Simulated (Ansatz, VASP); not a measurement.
**SrRe in VASP and in Ansatz**

```
Re Sr
1.0
     1.47166   -0.84966    5.51827
     0.00000    1.69932    5.51827
    -1.47166   -0.84966    5.51827
Re Sr
1 1
Cartesian
  0.0000 0.0000 0.0000
  0.0000 0.0000 8.2774
```

Alike in both runs: functional r2SCAN; k mesh 12 × 12 × 12; occupations fermi-dirac, width 0.05 eV; no spin polarisation.

Ansatz relaxed the structure, and its values are those at the end. VASP's run is a single point on that final structure, the one shown.

|  | VASP | Ansatz |
| --- | --- | --- |
| version | VASP 6.6.1 | Ansatz 0.2.0 |
| potentials or method | VASP PAW PBE potentials, release 64 (Re, Sr_sv) | PAW with Ansatz's default frozen-core files, scalar-relativistic |
| plane-wave cutoff (eV) | 520 | 500 |
| valence electrons in the cell | 17 | 25 |

|  | VASP | Ansatz | Ansatz less VASP |
| --- | --- | --- | --- |
| pressure (GPa) | 0.1 | 0.0 | -0.15 |

VASP's potentials were made for PBE, not for r2SCAN. With one functional, cell and mesh, what is left measures potentials, basis and numerics. VASP's potentials hold 17 valence electrons a cell and Ansatz's 25, so a difference there can come from the potentials and not from the codes.

Spin-orbit coupling is off throughout.
